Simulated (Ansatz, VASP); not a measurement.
# Te2Mo: VASP beside Ansatz

File INCAR:

```
SYSTEM = Te2Mo
PREC     = Accurate       ! precision mode
ENCUT    = 520            ! plane-wave cutoff, eV
EDIFF    = 1E-7           ! SCF threshold, eV
ISMEAR   = -1             ! smearing method
SIGMA    = 0.05           ! smearing width, eV
LREAL    = .FALSE.        ! projectors in reciprocal space
LASPH    = .TRUE.         ! aspherical terms in the spheres
NELM     = 150            ! most SCF steps
ALGO     = Normal         ! electronic algorithm
ISIF     = 2              ! what is computed and relaxed
LWAVE    = .FALSE.        ! write WAVECAR
LCHARG   = .FALSE.        ! write CHGCAR
MAGMOM   = 0 0 0 0 0 0 0 0 0 0 0 0 0 0 0 0 0 0 ! initial moments
LORBIT   = 11             ! projections on sites
LSORBIT  = .TRUE.         ! spin-orbit coupling
GGA_COMPAT= .FALSE.      
LORBMOM  = .TRUE.       
LMAXMIX  = 4              ! l up to which the mixer works
GGA      = PE             ! functional
NBANDS   = 68             ! bands
```

File KPOINTS:

```
regular mesh
0
G
  9 9 2
  0 0 0
```

The input POSCAR:

```
Te2Mo
1.0
    3.5872018318      0.0000000000      0.0000000000
   -1.7936009159      3.1066079149      0.0000000000
    0.0000000000      0.0000000000     14.2476617354
Te Mo
4 2
Direct
    0.6666666667      0.3333333333      0.3790000000
    0.3333333333      0.6666666667      0.8790000000
    0.6666666667      0.3333333333      0.1210000000
    0.3333333333      0.6666666667      0.6210000000
    0.6666666667      0.3333333333      0.7500000000
    0.3333333333      0.6666666667      0.2500000000
```

input.yaml

```yaml
crystal:
  lattice:
    - [3.5872018318, 0.0, 0.0]
    - [-1.7936009159, 3.1066079149, 0.0]
    - [0.0, 0.0, 14.2476617354]
  atoms:
    - { symbol: Te, position: [0.6666666667, 0.3333333333, 0.379] }
    - { symbol: Te, position: [0.3333333333, 0.6666666667, 0.879] }
    - { symbol: Te, position: [0.6666666667, 0.3333333333, 0.121] }
    - { symbol: Te, position: [0.3333333333, 0.6666666667, 0.621] }
    - { symbol: Mo, position: [0.6666666667, 0.3333333333, 0.75] }
    - { symbol: Mo, position: [0.3333333333, 0.6666666667, 0.25] }
hamiltonian:
  xc: pbe
  pseudopotentials: { kind: paw_fr }
magnetization:
  noncollinear: true
  spin_orbit: true
kpoints:
  mp_grid: { grid: [9, 9, 2] }
scf:
  occupations: { method: fermi_dirac, width: 0.05 }
output:
  forces: true
  stress: true
  eigenvalues: true
```

Alike in both runs: task single point; functional PBE; k mesh 9 × 9 × 2; occupations fermi-dirac, width 0.05 eV; non-collinear spin, spin-orbit coupling.

|  | VASP | Ansatz |
| --- | --- | --- |
| version | VASP 6.6.1 | Ansatz 0.2.0 |
| potentials or method | VASP PAW PBE potentials, release 64 (Te, Mo_sv) | Ansatz PAW |
| plane-wave cutoff (eV) | 520 | 420 |
| valence electrons in the cell | 52 | 92 |

VASP gave:

* pressure (GPa): -2.4
* traceless stress, the component that is largest in VASP (GPa): -0.38
* rms of the force components (eV/Å): 0.253

Problem. Estimate Ansatz's values.

Solution. Pressure (GPa): -2.4; traceless stress, the component that is largest in VASP (GPa): -0.43; rms of the force components (eV/Å): 0.261.

Atom by atom the forces differ by 0.008 eV/Å (rms over components). VASP's potentials hold 52 valence electrons a cell and Ansatz's 92, so a difference there can come from the potentials and not from the codes.

Noted on Ansatz's run: odd divisions of the mesh miss points on the zone boundary, where band edges often lie, so the gap on the mesh can be too wide.
